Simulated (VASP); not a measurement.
**H2: single point with PBEsol**

Molecule: H2, in a box.

```
CELL_PARAMETERS angstrom
9.00000 0.00000 0.00000
0.00000 9.50000 0.00000
0.00000 0.00000 10.00000
ATOMIC_POSITIONS crystal
H 0.50000 0.50000 0.46209
H 0.50000 0.50000 0.53791
```

```
Program                : VASP 6.6.1
Task                   : single point
Functional             : PBEsol
Potentials or basis    : VASP PAW PBE potentials, release 64 (H)
Cutoff                 : 520 eV
k mesh                 : 1 × 1 × 1
Occupations            : gaussian, width 0.05 eV
Spin                   : no spin polarisation
Dipole correction      : no
Further INCAR settings : ALGO = Normal; EDIFF = 1e-07; NBANDS = 8
```

The largest force is 0.004 eV/Å and the gap between the frontier levels is 9.94 eV.

Forces on the atoms (eV/Å):
```
H    0.000  0.000 -0.004
H    0.000  0.000  0.004
```

Levels at points of the mesh, in eV from the valence-band top:
| k point | band 1 | band 2 | band 3 | band 4 |
| --- | --- | --- | --- | --- |
| (0.00, 0.00, 0.00) | 0.00 | 9.94 | 10.53 | 11.18 |

It took 24 s on 1 thread of Intel(R) Xeon(R) 6975P-C (Granite Rapids) (shared host), peak memory 0.65 GiB.

Caveat: the PAW data sets were made with another functional, which shifts forces and pressure a little.
